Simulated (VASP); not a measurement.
Runs of VASP 6.6.1 on Ni. Symmetry: Fm-3m, No. 225, cubic system. Conventional cell: a = 3.530 Å, b = 3.530 Å, c = 3.530 Å, α = 90.00°, β = 90.00°, γ = 90.00°. Within 3.3 Å of Ni (site symmetry m-3m) lie 12 Ni at 2.50 Å. 

```tsv
fixed moment (μB)	pressure (GPa)	moment (μB)
1.44	(b)	1.44
1.68	(a)	1.68
1.92	21.3	1.92
0.72	-1.0	0.72
1.2	4.5	1.20
```

Alike in all rows: task single point; level PBE; potentials or basis VASP PAW PBE potentials, release 64 (Ni); spin collinear, ferromagnetic start; cell as given; k mesh 15 × 15 × 15; cutoff (eV) 520; smearing fermi-dirac 0.1 eV.

Question: Estimate the missing entries.

Answer: (a) 14.1; (b) 8.7.

Caveats: the total moment is fixed, so each spin has its own Fermi level.
